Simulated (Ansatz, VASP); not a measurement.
## Be: VASP beside Ansatz

The input INCAR:

```
SYSTEM = Be
PREC = Accurate
ENCUT = 520
EDIFF = 1E-6
ISMEAR = -1
SIGMA = 0.03
LREAL = .False.
LASPH = .True.
NELM = 100
ALGO = Normal
ISIF = 2
LWAVE = .False.
LCHARG = .False.
GGA = PE
NBANDS = 7
```

File KPOINTS:

```
regular mesh
0
Gamma
  23 23 23
  0 0 0
```

Contents of POSCAR:

```
Be
1.0
   -1.2531209513      1.2531209513      1.2531209513
    1.2531209513     -1.2531209513      1.2531209513
    1.2531209513      1.2531209513     -1.2531209513
Be
1
Direct
    0.0000000000      0.0000000000      0.0000000000
```

Input for Ansatz:

```yaml
crystal:
  lattice:
    - [-1.2531209513, 1.2531209513, 1.2531209513]
    - [1.2531209513, -1.2531209513, 1.2531209513]
    - [1.2531209513, 1.2531209513, -1.2531209513]
  atoms:
    - { symbol: Be, position: [0.0, 0.0, 0.0] }
kpoints:
  mp_grid: { grid: [23, 23, 23] }
  band_path:
    path:
      - [0.0, 0.0, 0.0]
      - [0.5, -0.5, 0.5]
      - [0.0, 0.0, 0.5]
      - [0.0, 0.0, 0.0]
      - [0.25, 0.25, 0.25]
      - [0.5, -0.5, 0.5]
      - [0.25, 0.25, 0.25]
      - [0.0, 0.0, 0.5]
    npoints: 5
scf:
  occupations: { method: fermi_dirac, width: 0.03 }
hamiltonian:
  xc: pbe
  pseudopotentials:
    kind: all_electron
    lapw: { basis_error: 0.00025 }
    relativity: none
output:
  forces: true
  stress: true
  eigenvalues: true
```

Alike in both runs: task single point; functional PBE; k mesh 23 × 23 × 23; occupations fermi-dirac, width 0.03 eV; no spin polarisation.

|  | VASP | Ansatz |
| --- | --- | --- |
| version | VASP 6.6.1 | Ansatz 0.2.0 |
| potentials or method | VASP PAW PBE potentials, release 64 (Be), cutoff 520 eV | all-electron LAPW, non-relativistic |

Ansatz gave:

| Quantity | Value |
| --- | --- |
| pressure (GPa) | -0.9 |

Estimate VASP's values.

pressure (GPa): -0.7.

Ansatz ran all-electron here, and VASP with PAW potentials.
